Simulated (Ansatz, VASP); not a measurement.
**One calculation of FeO, two programs**

The input INCAR:

```
SYSTEM = FeO
ALGO = Normal
EDIFF = 1E-6
ENCUT = 600
GGA = PS
GGA_COMPAT = .FALSE.
ISIF = 2
ISMEAR = 0
ISPIN = 2
LASPH = .TRUE.
LCHARG = .FALSE.
LDAU = .TRUE.
LDAUJ = 0 0
LDAUL = 2 -1
LDAUPRINT = 1
LDAUTYPE = 2
LDAUU = 5 0
LMAXMIX = 4
LORBIT = 11
LREAL = .FALSE.
LWAVE = .FALSE.
MAGMOM = 4 0
NBANDS = 22
NELM = 200
PREC = Accurate
SIGMA = 0.05
```

File KPOINTS:

```
k-points
0
G
  8 8 8
  0 0 0
```

The input POSCAR:

```
FeO
1.0
    0.0000000000      2.1554001600      2.1554001600
    2.1554001600      0.0000000000      2.1554001600
    2.1554001600      2.1554001600      0.0000000000
Fe O
1 1
Direct
    0.0000000000      0.0000000000      0.0000000000
    0.5000000000      0.5000000000      0.5000000000
```

Input for Ansatz:

```yaml
crystal:
  lattice:
    - [0.0, 2.15540016, 2.15540016]
    - [2.15540016, 0.0, 2.15540016]
    - [2.15540016, 2.15540016, 0.0]
  atoms:
    - { symbol: Fe, position: [0.0, 0.0, 0.0], spin: 4.0 }
    - { symbol: O, position: [0.5, 0.5, 0.5] }
basis:
  ecutwfc: 420
  ecutrho_ratio: 4
kpoints:
  mp_grid: { grid: [8, 8, 8] }
hamiltonian:
  xc: pbesol
  hubbard: { sites: [{ site: 0, l: d, u_eff: 5.0 }] }
scf:
  occupations: { method: gaussian, width: 0.05 }
  lower_state_search: "off"
  max_iter: 150
output:
  forces: true
  stress: true
  eigenvalues: true
  populations: true
  hubbard: { sites: [{ site: 0, l: d }] }
magnetization:
  spin_polarized: true
```

Alike in both runs: task single point; functional PBEsol; k mesh 8 × 8 × 8; occupations gaussian, width 0.05 eV; collinear spin; Hubbard terms Fe d U = 5.0 eV.

```csv
,VASP,Ansatz
version,VASP 6.6.1,Ansatz 0.2.0
potentials or method,"VASP PAW PBE potentials, release 64 (Fe_sv, O), cutoff 600 eV","scalar-relativistic, plane waves, PAW"
valence electrons in the cell,22,22
```

VASP gave:

```
gap on the k mesh at the Fermi level (eV)                     : none
pressure (GPa)                                                : -9.1
net moment per atom (μB)                                      : 2.00
size of the moment on the site where the two differ most (μB) : 3.68
```

Which values does Ansatz return?

gap on the k mesh at the Fermi level (eV): none; pressure (GPa): -4.5; net moment per atom (μB): 2.00; size of the moment on the site where the two differ most (μB): 3.54.

VASP's potentials were made for PBE, not for PBEsol. Site moments also hang on the region over which each program counts them. The programs project onto different local orbitals, so the same U acts differently, and such runs can settle in different states. A gap of «none» marks a metal or a gap that the smearing closes. Ansatz's warnings: filled band counts differ across k points.
